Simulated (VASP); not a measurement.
# SiAsP3 (P1) in VASP: single point with PBEsol

Aim: the single point of SiAsP3 with PBEsol.

Program: VASP 6.6.1. These are calculated values, not measurements. Logs are shortened: lines on timing, memory, paths and dates and some standing lists are left out, and cuts for length are marked.

### 1 The cell of the first run

The typed cell holds 10 atoms: a = 4.285 Å, b = 4.393 Å, c = 10.112 Å, α = 79.42°, β = 84.68°, γ = 99.68°.

### 2 Single point, PBEsol

Contents of INCAR:

```
SYSTEM = SiAsP3
ALGO = Normal
EDIFF = 1E-6
ENCUT = 520
GGA = PS
ISIF = 2
ISMEAR = -1
LASPH = .True.
LCHARG = .True.
LELF = .True.
LREAL = .False.
LVHAR = .True.
LWAVE = .False.
NBANDS = 35
NELM = 100
PREC = Accurate
SIGMA = 0.05
```

Contents of KPOINTS:

```
k-points
0
Gamma
  4 4 2
  0 0 0
```

Contents of POSCAR:

```
SiAsP3
1.0
    4.2615974398     -0.3834874007      0.2347823047
   -0.3751553471      4.3544714823      0.4450454395
    0.4677884275      0.8856845645     10.0620595155
Si As P
2 2 6
Direct
   -0.1069027410      0.0802663305     -0.0496513496
   -0.1385797420     -0.0471071022      0.3558448758
    0.2727244672      0.4121213942      0.2597740746
    0.7192231195      0.5379243768      0.7216329002
   -0.0252985051      0.7786903187      0.1540373900
    0.3128913838     -0.2228788239      0.4421128320
    0.6588819235      0.4813744776      0.0405854131
    0.1107165308      0.6272595893      0.8681616386
    0.8321083475      0.0987267851      0.6136247781
    0.3626127823      0.1904876560      0.5428558043
```

Potentials or basis: VASP PAW PBE potentials, release 64 (Si, As, P).

Launch:

```sh
cat potpaw_PBE.64/Si/POTCAR potpaw_PBE.64/As/POTCAR potpaw_PBE.64/P/POTCAR > POTCAR
mpirun -np 1 vasp_std > vasp.out
```

OUTCAR:

```text
SYSTEM = SiAsP3
   EDIFF = 1E-6
   ENCUT = 520
   GGA = PS
   ISIF = 2
   ISMEAR = -1
   LASPH = .True.
   LREAL = .False.
   NELM = 100
   PREC = Accurate

 ion  position               nearest neighbor table
   1  0.893  0.080  0.950-   5 2.33   8 2.39   7 2.44   8 2.57   7 2.61   4 3.01
   2  0.861  0.953  0.356-   5 2.35   6 2.38   6 2.38   3 2.43   9 2.79
   3  0.273  0.412  0.260-   5 2.38   2 2.43   7 2.58   6 2.66  10 2.93
   4  0.719  0.538  0.722-   8 2.37   9 2.45   9 2.48   1 3.01
   5  0.975  0.779  0.154-   7 2.26   1 2.33   2 2.35   3 2.38
   6  0.313  0.777  0.442-  10 2.23   2 2.38   2 2.38  10 2.64   3 2.66
   7  0.659  0.481  0.041-   5 2.26   8 2.40   1 2.44   3 2.58   1 2.61
   8  0.111  0.627  0.868-   4 2.37   1 2.39   7 2.40   1 2.57
   9  0.832  0.099  0.614-  10 2.26  10 2.27   4 2.45   4 2.48   2 2.79
  10  0.363  0.190  0.543-   6 2.23   9 2.26   9 2.27   6 2.64   3 2.93

  LATTYP: Found a triclinic cell.
 ALAT       =     5.5977953230
 B/A-ratio  =     0.7655252310
 C/A-ratio  =     2.0975545268
 COS(alpha) =     0.0169352103
 COS(beta)  =     0.4307420696
 COS(gamma) =     0.6336192417

  Lattice vectors:

 A1 = (  -3.8864420927,  -3.9709840816,  -0.6798277442)
 A2 = (  -4.2615974398,   0.3834874007,  -0.2347823047)
 A3 = (  -0.0926330804,  -5.2401560468, -10.5071049550)

Analysis of symmetry for initial positions (statically):
=====================================================================
 Subroutine PRICEL returns:
 Original cell was already a primitive cell.

 Routine SETGRP: Setting up the symmetry group for a
 triclinic supercell.

 Subroutine GETGRP returns: Found  1 space group operations
 (whereof  1 operations were pure point group operations)
 out of a pool of  2 trial point group operations.

The static configuration has the point symmetry C_1 .

Analysis of symmetry for dynamics (positions and initial velocities):
=====================================================================
 Subroutine PRICEL returns:
 Original cell was already a primitive cell.

 Routine SETGRP: Setting up the symmetry group for a
 triclinic supercell.

 Subroutine GETGRP returns: Found  1 space group operations
 (whereof  1 operations were pure point group operations)
 out of a pool of  2 trial point group operations.

The dynamic configuration has the point symmetry C_1 .

 Subroutine INISYM returns: Found  1 space group operations
[... 114 lines left out ...]
   ISIF   =      2    stress and relaxation
   ISYM   =      2    0-nonsym 1-usesym 2-fastsym
   POTIM  = 0.5000    time-step for ionic-motion
   TEBEG  =    0.0;   TEEND  =   0.0 temperature during run
   PSTRESS=    0.0 pullay stress
   NELECT =      48.0000    total number of electrons
   NUPDOWN=      -1.0000    fix difference up-down
   EMIN   =  10.00;   EMAX   =-10.00  energy-range for DOS
   EFERMI =   0.00;   METHOD = LEGACY
   ISMEAR =    -1;   SIGMA  =   0.05  broadening in eV -4-tet -1-fermi 0-gaus
   EFERMI_NEDOS =   21; number of points for ismear=-14 and -15
   IALGO  =     38    algorithm
   IMIX   =      4    mixing-type and parameters
     AMIX     =   0.40;   BMIX     =  1.00
     AMIX_MAG =   1.60;   BMIX_MAG =  1.00
  volume/ion in A,a.u.               =      18.30       123.47
  Fermi-wavevector in a.u.,A,eV,Ry     =   1.048024  1.980478 14.944022  1.098355
  Thomas-Fermi vector in A             =   2.182929
   LORBIT       =      0    0 simple, 1 ext, 2 COOP (PROOUT), +10 PAW based schemes
   GGA     = PS    functional components
   LHFCALC =     F    Hartree Fock is set to
   AEXX    =    0.0000 exact exchange contribution
   IVDW    =     0    specifies the selected vdW correction
   LEPSILON=     F    determine dielectric tensor
   LRPA    =     F    only Hartree local field effects (RPA)
 non-spin polarized calculation
  energy-cutoff  :      520.00
  volume of cell :      182.96
 maximum number of plane-waves:      4946
   NGX = 15   NGY = 17   NGZ = 37

 number of electron      48.0000000 magnetization

 Free energy of the ion-electron system (eV)
  ---------------------------------------------------
  ext. energy  EPLUGINS =         0.00000000
  ---------------------------------------------------
  free energy    TOTEN  =       -53.19991205 eV

  energy without entropy =      -53.18028818  energy(sigma->0) =      -53.19010011

 E-fermi :   6.7361     XC(G=0): -10.3034

 val. band max:        6.7234801846   @ k =  -0.0000   0.0000   0.5000
 cond. band min:       6.7452829414   @ k =   0.2500   0.5000   0.5000
 fundamental gap:      0.0218027569
 Fermi energy:         6.7360821985

 k-point     1 :       0.0000    0.0000    0.0000
  band No.  band energies     occupation
      1      -8.5979      2.00000
      2      -7.5281      2.00000
      3      -6.9381      2.00000
      4      -4.0553      2.00000
      5      -3.8993      2.00000
      6      -2.2144      2.00000
[... 749 lines left out ...]
     34      10.9225      0.00000
     35      11.0896      0.00000

------------------------ aborting loop because EDIFF is reached ----------------------------------------

  FORCE on cell =-STRESS in cart. coord.  units (eV):
  Direction    XX          YY          ZZ          XY          YZ          ZX
  --------------------------------------------------------------------------------------
  -------------------------------------------------------------------------------------
  Total        0.1565193      0.2183881      0.1678933     -0.0550380     -0.0394313      0.0078172
  in kB        1.3706499      1.9124396      1.4702528     -0.4819715     -0.3453026      0.0684561
  external PRESSURE =       1.5844474 kB  Pullay stress =       0.0000000 kB

 VOLUME and BASIS-vectors are now :
 -----------------------------------------------------------------------------
  energy-cutoff  :      520.00
  volume of cell :      182.96
      direct lattice vectors                 reciprocal lattice vectors
     4.261597440 -0.383487401  0.234782305     0.237326244  0.021770124 -0.012949629
    -0.375155347  4.354471482  0.445045439     0.022227023  0.233772630 -0.021610522
     0.467788427  0.885684564 10.062059515    -0.006520736 -0.010847748  0.100641226

 POSITION                                       TOTAL-FORCE (eV/Angst)
 -----------------------------------------------------------------------------------
      4.22047      0.84874      9.80787        -0.005110     -0.001220     -0.002880
      3.48000      4.13417      4.20686        -0.022980     -0.016402      0.009981
      1.12915      1.92006      2.86131         0.029776     -0.006708      0.011438
      3.20081      2.70570      7.66937        -0.020158     -0.005490     -0.007932
      3.93371      3.15343      2.12533        -0.022375      0.009961     -0.016574
      1.24869      3.65553      4.86788        -0.000016      0.009184      0.008993
      2.64628      1.87940      0.77730         0.028338      0.008666     -0.001570
      0.64263      3.45784      9.04065         0.006640      0.007054      0.014623
      3.79612      0.65428      6.41363         0.009830      0.001062     -0.016061
      1.72779      1.17121      5.63216        -0.003945     -0.006108     -0.000018
 -----------------------------------------------------------------------------------
    total drift:                               -0.000266     -0.000240      0.000101

  FREE ENERGIE OF THE ION-ELECTRON SYSTEM (eV)
  ---------------------------------------------------
  free  energy   TOTEN  =       -53.1999120473 eV

  energy  without entropy=      -53.1802881794  energy(sigma->0) =      -53.19010011
```

It took 3 min on 1 thread of Oxide Virtual Turin-like, shared host; peak memory 0.3 GiB.

What came out:

```yaml
Free_energy: -53.1999 eV
Pressure: 0.2 GPa
Largest_force: 0.033 eV/Å
Band_gap_on_the_k_mesh: zero (bands 24 and 25 overlap by 1.98 eV)
```

Forces in eV/Å, atoms in the order of the input:
```
Si  -0.005 -0.001 -0.003
Si  -0.023 -0.016  0.010
As   0.030 -0.007  0.011
As  -0.020 -0.005 -0.008
P   -0.022  0.010 -0.017
P    0.000  0.009  0.009
P    0.028  0.009 -0.002
P    0.007  0.007  0.015
P    0.010  0.001 -0.016
P   -0.004 -0.006  0.000
```

Caveat: the k points lie up to 0.37 Å⁻¹ apart, too coarse for converged energies and pressures of a metal; the PAW data sets were made with another functional, which shifts forces and pressure a little.

The gap in the log of VASP goes by the Fermi energy; the results here count the filled bands.